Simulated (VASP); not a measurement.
Write the native input for VASP 6.6.1 that does the following.

| Item | Value |
| --- | --- |
| Task | single point |
| Functional | PBE |
| Potentials or basis | VASP PAW PBE potentials, release 64 (Zr_sv, Ti_sv, N) |
| Cutoff | 520 eV |
| k mesh | 12 × 12 × 6 |
| Occupations | gaussian, width 0.1 eV |
| Spin | no spin polarisation |
| Dipole correction | no |
| Further INCAR settings | ALGO = Normal; EDIFF = 1e-07; NBANDS = 38 |

The structure of ZrTiN lies in POSCAR:

```
ZrTiN
1.0
    3.2522567000      0.0000000000      0.0000000000
    0.0000000000      3.2522567000      0.0000000000
    0.0000000000      0.0000000000      8.0530003000
Zr Ti N
2 2 2
Direct
    0.0000000000      0.5000000000      0.6356320000
    0.5000000000      0.0000000000      0.3643680000
    0.0000000000      0.5000000000      0.0983080000
    0.5000000000      0.0000000000      0.9016920000
    0.0000000000      0.5000000000      0.3540270000
    0.5000000000      0.0000000000      0.6459730000
```

The cell was generated, and may not be a known phase.

The input as run:

INCAR

```
PREC     = Accurate       # precision mode
ENCUT    = 520            # plane-wave cutoff, eV
EDIFF    = 1E-7           # SCF threshold, eV
ISMEAR   = 0              # smearing method
SIGMA    = 0.1            # smearing width, eV
LREAL    = False          # projectors in reciprocal space
LASPH    = True           # aspherical terms in the spheres
NELM     = 100            # most SCF steps
ALGO     = Normal         # electronic algorithm
ISIF     = 2              # what is computed and relaxed
LWAVE    = False          # write WAVECAR
LCHARG   = False          # write CHGCAR
GGA      = PE             # functional
NBANDS   = 38             # bands
```

KPOINTS

```
Automatic mesh
0
Gamma
  12 12 6
```

Potentials or basis: VASP PAW PBE potentials, release 64 (Zr_sv, Ti_sv, N).

Launch:

```console
$ cat potpaw_PBE.64/Zr_sv/POTCAR potpaw_PBE.64/Ti_sv/POTCAR potpaw_PBE.64/N/POTCAR > POTCAR
$ mpirun -np 1 vasp_std > vasp.out
```

Results of the run:

| Item | Value |
| --- | --- |
| Pressure | 0.1 GPa |
| Largest force | 0.025 eV/Å |
| Band gap on the k mesh | zero (bands 29 and 30 overlap by 1.09 eV) |

Run time: 2.6 min on 1 thread of Intel(R) Xeon(R) 6975P-C (Granite Rapids), with other jobs on the host, peak memory 0.41 GiB.
